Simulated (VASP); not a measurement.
Wanted: the native input for a VASP 6.6.1 run.

```
Task                   : single point
Functional             : LDA
Potentials or basis    : VASP PAW LDA potentials, release 64 (Ni, Al)
Cutoff                 : 520 eV
k mesh                 : 15 × 15 × 15
Occupations            : fermi-dirac, width 0.1 eV
Spin                   : no spin polarisation
Dipole correction      : no
Further INCAR settings : ALGO = Normal; EDIFF = 1e-07; NBANDS = 14
```

The structure of AlNi (rocksalt type) lies in POSCAR:

```
AlNi
1.0
    0.0000000000      2.1283576908      2.1283576908
    2.1283576908      0.0000000000      2.1283576908
    2.1283576908      2.1283576908      0.0000000000
Ni Al
1 1
Direct
    0.0000000000      0.0000000000      0.0000000000
    0.5000000000      0.5000000000      0.5000000000
```

The input as run:

INCAR

```
ALGO     = Normal         # electronic algorithm
EDIFF    = 1E-7           # SCF threshold, eV
ENCUT    = 520            # plane-wave cutoff, eV
ISIF     = 2              # what is computed and relaxed
ISMEAR   = -1             # smearing method
LASPH    = T              # aspherical terms in the spheres
LCHARG   = F              # write CHGCAR
LREAL    = F              # projectors in reciprocal space
LWAVE    = F              # write WAVECAR
NBANDS   = 14             # bands
NELM     = 60             # most SCF steps
PREC     = Accurate       # precision mode
SIGMA    = 0.1            # smearing width, eV
```

KPOINTS

```
k-points
0
Gamma
  15 15 15
```

Potentials or basis: VASP PAW LDA potentials, release 64 (Ni, Al).

The run is started by

```console
$ cat potpaw_LDA.64/Ni/POTCAR potpaw_LDA.64/Al/POTCAR > POTCAR
$ mpirun -np 1 vasp_std > vasp.out
```

Results of the run:

| Property | Result |
| --- | --- |
| Pressure | 86.0 GPa |
| Band gap on the k mesh | zero (an odd number of electrons rules out a gap without spin polarisation) |

Caveat: the cell stands under pressure.

Wall time 14 s on 1 thread of Intel(R) Xeon(R) Platinum 8559C (Emerald Rapids), with other jobs on the host, peak memory 0.14 GiB.
